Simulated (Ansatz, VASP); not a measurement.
Ti: VASP beside Ansatz

```
Ti
1.0
     2.63133    0.00000    0.00000
     0.00000    2.63133    0.00000
     0.00000    0.00000    2.63133
Ti
1
Cartesian
  0.0000 0.0000 0.0000
```

Alike in both runs: task single point; functional r2SCAN; k mesh 13 × 13 × 13; occupations fermi-dirac, width 0.1 eV; no spin polarisation.

```csv
,VASP,Ansatz
version,VASP 6.6.1,Ansatz 0.2.0
potentials or method,"VASP PAW PBE potentials, release 64 (Ti_sv), cutoff 520 eV","plane waves (500 eV) with PAW, scalar-relativistic"
valence electrons in the cell,12,12
```

VASP gave:

```
pressure (GPa) : 0.1
```

What did Ansatz give for the same quantities?

Pressure (GPa): -0.3.

VASP's potentials were made for PBE, not for r2SCAN. The functional is the same, so the differences come from potentials, cutoffs and numerics.
